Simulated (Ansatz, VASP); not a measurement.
# One calculation of B2P, two programs

```
B P
1.0
     1.51512    0.87475    3.92488
    -1.51512    0.87475    3.92488
     0.00000   -1.74950    3.92488
B P
2 1
Direct
  0.42934 0.42934 0.42934
  0.57066 0.57066 0.57066
  0.00000 0.00000 0.00000
```

Alike in both runs: functional revPBE; k mesh 10 × 10 × 10; occupations fermi-dirac, width 0.05 eV; no spin polarisation.

|  | VASP | Ansatz |
| --- | --- | --- |
| version | VASP 6.6.1 | Ansatz 0.2.0 |
| potentials or method | VASP PAW PBE potentials, release 64 (B, P) | Ansatz PAW |
| plane-wave cutoff (eV) | 520 | 420 |
| valence electrons in the cell | 11 | 11 |
| task | single point | band structure |

Ansatz gave:

```
gap on the k mesh at the Fermi level (eV)                     : none
pressure (GPa)                                                : 1.8
traceless stress, the component that is largest in VASP (GPa) : 0.47
rms of the force components (eV/Å)                            : 0.024
```

Question: What did VASP give for the same quantities?

Answer: gap on the k mesh at the Fermi level (eV): none; pressure (GPa): 1.4; traceless stress, the component that is largest in VASP (GPa): 0.60; rms of the force components (eV/Å): 0.011.

VASP's potentials were made for PBE, not for revPBE. Atom by atom the forces differ by 0.013 eV/Å (rms over components). A gap of «none» marks a metal or a gap that the smearing closes.
